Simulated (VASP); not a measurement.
Input of a VASP 6.6.1 run:

Contents of INCAR:

```
  PREC = Accurate
  ENCUT = 520
  EDIFF = 1E-6
  ISMEAR = -1
  SIGMA = 0.05
  LREAL = False
  LASPH = True
  NELM = 60
  ALGO = Normal
  ISIF = 2
  LWAVE = False
  LCHARG = False
  GGA = PE
  NBANDS = 13
```

KPOINTS

```
regular mesh
0
Gamma
  7 7 7
```

POSCAR

```
Se
1.0
    0.0000000000      3.1648447688      3.1648447688
    3.1648447688      0.0000000000      3.1648447688
    3.1648447688      3.1648447688      0.0000000000
Se
2
Direct
    0.0000000000      0.0000000000      0.0000000000
    0.2500000000      0.2500000000      0.2500000000
```

Potentials or basis: VASP PAW PBE potentials, release 64 (Se).

Launch:

```bash
$ cat potpaw_PBE.64/Se/POTCAR > POTCAR
$ mpirun -np 1 vasp_std > vasp.out
```

(1) Predict the band gap on the k mesh.

(2) Predict the pressure.

Answers

(1) zero (bands 6 and 7 overlap by 1.02 eV).

(2) 0.0 GPa.
